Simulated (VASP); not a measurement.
# CoSn (P6/mmm) in VASP: further runs

CoSn is run at these levels: PBEsol; tasks: single point.

All numbers are computed with VASP 6.6.1; they aren't measurements. Logs are shortened: lines on timing, memory, paths and dates and some standing lists are left out, and cuts for length are marked.

**1. The cell of the first run**

It takes space group P6/mmm (No. 191, hexagonal). The conventional cell has a = 5.367 Å, b = 5.367 Å, c = 3.943 Å, α = 90.00°, β = 90.00°, γ = 120.00°. Within 3.3 Å of Co (site symmetry mmm) lie 6 Sn at 2.51 to 2.68 Å and 4 Co at 2.68 Å. Sn (site symmetry -6m2) has 6 Co at 2.51 Å and 3 Sn at 3.10 Å within 3.3 Å. Within 3.5 Å of Sn (site symmetry 6/mmm) lie 6 Co at 2.68 Å.

**2. Single point, PBEsol**

Input file INCAR:

```
PREC = Accurate
ENCUT = 520
EDIFF = 1E-6
ISMEAR = 0
SIGMA = 0.15
LREAL = False
LASPH = True
NELM = 60
ALGO = Fast
ISIF = 2
LWAVE = False
LCHARG = False
GGA = PS
NBANDS = 44
```

Input file KPOINTS:

```
Automatic mesh
0
Gamma
  12 12 12
```

Input file POSCAR:

```
CoSn
1.0
    5.3668268394      0.0000000000      0.0000000000
   -2.6834134197      4.6478083806      0.0000000000
    0.0000000000      0.0000000000      3.9430785466
Co Sn
3 3
Direct
    0.0000000000      0.5000000000      0.0000000000
    0.5000000000      0.5000000000      0.0000000000
    0.5000000000      0.0000000000      0.0000000000
    0.6666666667      0.3333333333      0.5000000000
    0.3333333333      0.6666666667      0.5000000000
    0.0000000000      0.0000000000      0.0000000000
```

Potentials or basis: VASP PAW PBE potentials, release 64 (Co, Sn_d).

Started as:

```sh
$ cat potpaw_PBE.64/Co/POTCAR potpaw_PBE.64/Sn_d/POTCAR > POTCAR
$ mpirun -np 1 vasp_std > vasp.out
```

OUTCAR:

```text
PREC = Accurate
   ENCUT = 520
   EDIFF = 1E-6
   ISMEAR = 0
   LREAL = False
   LASPH = True
   NELM = 60
   ISIF = 2
   GGA = PS

 ion  position               nearest neighbor table
   1  0.000  0.500  0.000-   4 2.51   5 2.51   4 2.51   5 2.51   3 2.68   6 2.68   6 2.68   3 2.68
                             2 2.68   2 2.68
   2  0.500  0.500  0.000-   4 2.51   5 2.51   4 2.51   5 2.51   3 2.68   6 2.68   3 2.68   6 2.68
                             1 2.68   1 2.68
   3  0.500  0.000  0.000-   4 2.51   5 2.51   4 2.51   5 2.51   1 2.68   2 2.68   2 2.68   1 2.68
                             6 2.68   6 2.68
   4  0.667  0.333  0.500-   3 2.51   3 2.51   1 2.51   1 2.51   2 2.51   2 2.51   5 3.10   5 3.10
                             5 3.10   6 3.67   6 3.67   6 3.67   6 3.67   6 3.67   6 3.67
   5  0.333  0.667  0.500-   3 2.51   3 2.51   1 2.51   1 2.51   2 2.51   2 2.51   4 3.10   4 3.10
                             4 3.10   6 3.67   6 3.67   6 3.67   6 3.67   6 3.67   6 3.67
   6  0.000  0.000  0.000-   1 2.68   2 2.68   1 2.68   2 2.68   3 2.68   3 2.68   5 3.67   4 3.67
                             5 3.67   4 3.67   4 3.67   4 3.67   5 3.67   5 3.67   4 3.67   5 3.67

  LATTYP: Found a hexagonal cell.
 ALAT       =     5.3668268394
 C/A-ratio  =     0.7347132048

  Lattice vectors:

 A1 = (   5.3668268394,   0.0000000000,   0.0000000000)
 A2 = (  -2.6834134197,   4.6478083806,   0.0000000000)
 A3 = (   0.0000000000,   0.0000000000,   3.9430785466)

Analysis of symmetry for initial positions (statically):
=====================================================================
 Subroutine PRICEL returns:
 Original cell was already a primitive cell.

 Routine SETGRP: Setting up the symmetry group for a
 hexagonal supercell.

 Subroutine GETGRP returns: Found 24 space group operations
 (whereof 24 operations were pure point group operations)
 out of a pool of 24 trial point group operations.

The static configuration has the point symmetry D_6h.

Analysis of symmetry for dynamics (positions and initial velocities):
=====================================================================
 Subroutine PRICEL returns:
 Original cell was already a primitive cell.

 Routine SETGRP: Setting up the symmetry group for a
 hexagonal supercell.

 Subroutine GETGRP returns: Found 24 space group operations
 (whereof 24 operations were pure point group operations)
 out of a pool of 24 trial point group operations.

The dynamic configuration has the point symmetry D_6h.

 Subroutine INISYM returns: Found 24 space group operations
 (whereof 24 operations are pure point group operations),
 and found     1 'primitive' translations

----------------------------------------------------------------------------------------

                                     Primitive cell

  volume of cell :      98.3561

  direct lattice vectors                    reciprocal lattice vectors
     5.366826839  0.000000000  0.000000000     0.186329843  0.107577585  0.000000000
    -2.683413420  4.647808381  0.000000000     0.000000000  0.215155170  0.000000000
     0.000000000  0.000000000  3.943078547     0.000000000  0.000000000  0.253608947

  length of vectors
     5.366826839  5.366826839  3.943078547     0.215155170  0.215155170  0.253608947

  position of ions in fractional coordinates (direct lattice)
     0.000000000  0.500000000  0.000000000
     0.500000000  0.500000000  0.000000000
     0.500000000  0.000000000  0.000000000
     0.666666667  0.333333333  0.500000000
     0.333333333  0.666666667  0.500000000
     0.000000000  0.000000000  0.000000000

  ion indices of the primitive-cell ions
   primitive index   ion index
                 1           1
                 2           2
                 3           3
                 4           4
                 5           5
                 6           6

----------------------------------------------------------------------------------------

 KPOINTS: Automatic mesh

Automatic generation of k-mesh.
 Grid dimensions read from file:
 generate k-points for:   12   12   12

 Generating k-lattice:

  Cartesian coordinates                     Fractional coordinates (reciprocal lattice)
     0.015527487  0.008964799  0.000000000     0.083333333  0.000000000  0.000000000
     0.000000000  0.017929597  0.000000000     0.000000000  0.083333333  0.000000000
     0.000000000  0.000000000  0.021134079     0.000000000  0.000000000  0.083333333

  Length of vectors
     0.017929597  0.017929597  0.021134079

  Shift w.r.t. Gamma in fractional coordinates (k-lattice)
     0.000000000  0.000000000  0.000000000

 Subroutine IBZKPT returns following result:
 ===========================================

 Found    133 irreducible k-points:

 Following reciprocal coordinates:
            Coordinates               Weight
  0.000000  0.000000  0.000000      1.000000
  0.083333  0.000000  0.000000      6.000000
  0.166667  0.000000  0.000000      6.000000
  0.250000  0.000000  0.000000      6.000000
  0.333333 -0.000000  0.000000      6.000000
  0.416667  0.000000  0.000000      6.000000
[... 16 lines left out ...]
  0.250000  0.000000  0.083333     12.000000
  0.333333 -0.000000  0.083333     12.000000
 [... further k-points ...]
   k-points           NKPTS =    133   k-points in BZ     NKDIM =    133   number of bands    NBANDS=     44
   number of dos      NEDOS =    301   number of ions     NIONS =      6
   total plane-waves  NPLWV =  48000
   dimension x,y,z NGX =    40 NGY =   40 NGZ =   30
   dimension x,y,z NGXF=    80 NGYF=   80 NGZF=   60
   ions per type =               3   3
   NGX,Y,Z   is equivalent  to a cutoff of  12.39, 12.39, 12.65 a.u.
   NGXF,Y,Z  is equivalent  to a cutoff of  24.78, 24.78, 25.30 a.u.
 SYSTEM =  unknown system
   PREC   = accura    normal or accurate (medium, high low for compatibility)
   ISTART =      0    job   : 0-new  1-cont  2-samecut
   ICHARG =      2    charge: 1-file 2-atom 10-const
   ISPIN  =      1    spin polarized calculation?
   LNONCOLLINEAR =      F non collinear calculations
   LSORBIT =      F    spin-orbit coupling
   LASPH  =      T    aspherical Exc in radial PAW
   ENCUT  =  520.0 eV  38.22 Ry    6.18 a.u.   9.98  9.98  7.33*2*pi/ulx,y,z
   NELM   =     60;   NELMIN=  2; NELMDL= -5     # of ELM steps
   EDIFF  = 0.1E-05   stopping-criterion for ELM
   LREAL  =      F    real-space projection
   EDIFFG = 0.1E-04   stopping-criterion for IOM
   NSW    =      0    number of steps for IOM
   IBRION =     -1    ionic relax: 0-MD 1-quasi-New 2-CG
   NFREE  =      0    steps in history (QN), initial steepest desc. (CG)
   ISIF   =      2    stress and relaxation
   ISYM   =      2    0-nonsym 1-usesym 2-fastsym
   POTIM  = 0.5000    time-step for ionic-motion
   TEBEG  =    0.0;   TEEND  =   0.0 temperature during run
   PSTRESS=    0.0 pullay stress
   NELECT =      69.0000    total number of electrons
   NUPDOWN=      -1.0000    fix difference up-down
   EMIN   =  10.00;   EMAX   =-10.00  energy-range for DOS
   EFERMI =   0.00;   METHOD = LEGACY
   ISMEAR =     0;   SIGMA  =   0.15  broadening in eV -4-tet -1-fermi 0-gaus
   EFERMI_NEDOS =   21; number of points for ismear=-14 and -15
   IALGO  =     68    algorithm
   IMIX   =      4    mixing-type and parameters
     AMIX     =   0.40;   BMIX     =  1.00
     AMIX_MAG =   1.60;   BMIX_MAG =  1.00
  volume/ion in A,a.u.               =      16.39       110.62
  Fermi-wavevector in a.u.,A,eV,Ry     =   1.454646  2.748883 28.789878  2.115996
  Thomas-Fermi vector in A             =   2.571773
   LORBIT       =      0    0 simple, 1 ext, 2 COOP (PROOUT), +10 PAW based schemes
   GGA     = PS    functional components
   LHFCALC =     F    Hartree Fock is set to
   AEXX    =    0.0000 exact exchange contribution
   IVDW    =     0    specifies the selected vdW correction
   LEPSILON=     F    determine dielectric tensor
   LRPA    =     F    only Hartree local field effects (RPA)
 non-spin polarized calculation
 RMM-DIIS sequential band-by-band and
 Gauss-broadening in eV      SIGMA  =   0.15
  energy-cutoff  :      520.00
  volume of cell :       98.36
 maximum number of plane-waves:      2676
 NGX is ok and might be reduce to    40
   NGX = 19   NGY = 19   NGZ = 15

 number of electron      68.9999992 magnetization

 Free energy of the ion-electron system (eV)
  ---------------------------------------------------
  ext. energy  EPLUGINS =         0.00000000
  ---------------------------------------------------
  free energy    TOTEN  =       -36.67919958 eV

  energy without entropy =      -36.64927024  energy(sigma->0) =      -36.66423491

 E-fermi :  10.2283     XC(G=0): -12.1010

 val. band max:       10.2254581881   @ k =   0.2500   0.2500   0.3333
 cond. band min:      10.2340604802   @ k =   0.1667   0.0833   0.4167
 fundamental gap:      0.0086022922
 Fermi energy:        10.2283315113

 k-point     1 :       0.0000    0.0000    0.0000
  band No.  band energies     occupation
      1     -11.2698      2.00000
      2     -11.1595      2.00000
      3     -11.1595      2.00000
      4     -11.0187      2.00000
      5     -11.0187      2.00000
      6     -10.9940      2.00000
[... 36 lines left out ...]
     43      17.0597      0.00000
     44      17.5080      0.00000

 k-point     2 :       0.0833    0.0000    0.0000
  band No.  band energies     occupation
      1     -11.2694      2.00000
      2     -11.1597      2.00000
      3     -11.1593      2.00000
      4     -11.0185      2.00000
      5     -11.0177      2.00000
      6     -10.9994      2.00000
[... 36 lines left out ...]
     43      16.7151      0.00000
     44      16.9515      0.00000

 k-point     3 :       0.1667    0.0000    0.0000
  band No.  band energies     occupation
      1     -11.2682      2.00000
      2     -11.1603      2.00000
      3     -11.1586      2.00000
      4     -11.0197      2.00000
      5     -11.0162      2.00000
      6     -11.0102      2.00000
[... 36 lines left out ...]
     43      15.9038      0.00000
     44      16.7488      0.00000

 k-point     4 :       0.2500    0.0000    0.0000
  band No.  band energies     occupation
      1     -11.2667      2.00000
      2     -11.1612      2.00000
      3     -11.1575      2.00000
      4     -11.0299      2.00000
      5     -11.0264      2.00000
      6     -11.0129      2.00000
[... 882 lines left out ...]
     43      15.4953      0.00000
     44      17.1276      0.00000

 k-point    23 :       0.2500    0.0000    0.0833
  band No.  band energies     occupation
      1     -11.2646      2.00000
      2     -11.1621      2.00000
      3     -11.1586      2.00000
      4     -11.0289      2.00000
      5     -11.0259      2.00000
      6     -11.0143      2.00000
[... 36 lines left out ...]
     43      15.1779      0.00000
     44      17.3345      0.00000

 k-point    24 :       0.3333   -0.0000    0.0833
  band No.  band energies     occupation
      1     -11.2631      2.00000
      2     -11.1630      2.00000
      3     -11.1571      2.00000
      4     -11.0404      2.00000
      5     -11.0385      2.00000
      6     -11.0127      2.00000
[... 36 lines left out ...]
     43      15.1850      0.00000
     44      16.8766      0.00000

 [... further k-points ...]
[... 5 lines left out ...]
  --------------------------------------------------------------------------------------
  -------------------------------------------------------------------------------------
  Total       -2.8990756     -2.8990756      7.6439680      0.0000000     -0.0000000      0.0000000
  in kB      -47.2246670    -47.2246670    124.5168758      0.0000000     -0.0000000      0.0000000
  external PRESSURE =      10.0225140 kB  Pullay stress =       0.0000000 kB

 VOLUME and BASIS-vectors are now :
 -----------------------------------------------------------------------------
  energy-cutoff  :      520.00
  volume of cell :       98.36
      direct lattice vectors                 reciprocal lattice vectors
     5.366826839  0.000000000  0.000000000     0.186329843  0.107577585  0.000000000
    -2.683413420  4.647808381  0.000000000     0.000000000  0.215155170  0.000000000
     0.000000000  0.000000000  3.943078547     0.000000000  0.000000000  0.253608947

 POSITION                                       TOTAL-FORCE (eV/Angst)
 -----------------------------------------------------------------------------------
     -1.34171      2.32390      0.00000        -0.000000     -0.000000      0.000000
      1.34171      2.32390      0.00000        -0.000000     -0.000000      0.000000
      2.68341      0.00000      0.00000         0.000000     -0.000000      0.000000
      2.68341      1.54927      1.97154         0.000000      0.000000      0.000000
     -0.00000      3.09854      1.97154        -0.000000      0.000000      0.000000
      0.00000      0.00000      0.00000         0.000000     -0.000000      0.000000
 -----------------------------------------------------------------------------------
    total drift:                               -0.000000      0.000000     -0.000000

  FREE ENERGIE OF THE ION-ELECTRON SYSTEM (eV)
  ---------------------------------------------------
  free  energy   TOTEN  =       -36.6791995775 eV

  energy  without entropy=      -36.6492702420  energy(sigma->0) =      -36.66423491
```

Wall time 5.8 min (1 thread of Intel Xeon 6975P-C (Granite Rapids), shared host); peak memory 0.54 GiB.

What came out:

| Quantity | Value |
| --- | --- |
| Free energy | -36.6792 eV |
| Pressure | 1.0 GPa |
| Band gap on the k mesh | zero (an odd number of electrons rules out a gap without spin polarisation) |

Stress tensor (GPa, compression positive):
```
-4.72  0.00  0.00
 0.00 -4.72  0.00
 0.00  0.00 12.45
```

Caveat: the stress differs along the axes, from -5 to 12 GPa; the PAW data sets were made with another functional, which shifts forces and pressure a little; spin-orbit coupling is left out, which moves the levels of the heavy elements; the run has no spin polarisation, though such a crystal can be magnetic. Spin polarisation is off, so any magnetic state and its effect on volume and gap are missing.

(Part 1 of 2 ends here.)
